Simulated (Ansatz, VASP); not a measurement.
## Sn: VASP beside Ansatz

The input INCAR:

```
SYSTEM = Sn
  PREC = Accurate
  ENCUT = 520
  EDIFF = 1E-6
  ISMEAR = -1
  SIGMA = 0.05
  LREAL = .False.
  LASPH = .True.
  NELM = 80
  ALGO = Fast
  ISIF = 2
  LWAVE = .False.
  LCHARG = .False.
  GGA = PE
  NBANDS = 21
```

Contents of KPOINTS:

```
Automatic mesh
0
Gamma
  4 4 4
  0 0 0
```

POSCAR

```
Sn
1.0
    0.0000000000      3.2333428000      3.2333428000
    3.2333428000      0.0000000000      3.2333428000
    3.2333428000      3.2333428000      0.0000000000
Sn
2
Direct
    0.7500000000      0.7500000000      0.7500000000
    0.5000000000      0.5000000000      0.5000000000
```

File input.yaml:

```yaml
crystal:
  lattice:
    - [0.0, 3.2333428, 3.2333428]
    - [3.2333428, 0.0, 3.2333428]
    - [3.2333428, 3.2333428, 0.0]
  atoms:
    - { symbol: Sn, position: [0.75, 0.75, 0.75] }
    - { symbol: Sn, position: [0.5, 0.5, 0.5] }
hamiltonian:
  xc: pbe
  pseudopotentials: { kind: paw }
kpoints:
  mp_grid: { grid: [4, 4, 4] }
scf:
  occupations: { method: fermi_dirac, width: 0.05 }
  n_extra_bands: 6
output:
  forces: true
  stress: true
  eigenvalues: true
  dos: { projected: true, de: 0.05, nscf_kmesh: { grid: [6, 6, 6] } }
```

Alike in both runs: functional PBE; k mesh 4 × 4 × 4; occupations fermi-dirac, width 0.05 eV; no spin polarisation.

|  | VASP | Ansatz |
| --- | --- | --- |
| version | VASP 6.6.1 | Ansatz 0.2.0 |
| potentials or method | VASP PAW PBE potentials, release 64 (Sn_d) | Ansatz PAW |
| plane-wave cutoff (eV) | 520 | 420 |
| valence electrons in the cell | 28 | 28 |
| task | single point | projected density of states |

Ansatz gave:

```
gap on the k mesh at the Fermi level (eV) : none
pressure (GPa)                            : 4.5
```

Q: Which values does VASP return?

A: gap on the k mesh at the Fermi level (eV): none; pressure (GPa): 4.4.

A gap of «none» marks a metal or a gap that the smearing closes.

The k mesh is coarse, so the values compare programs but aren't converged.
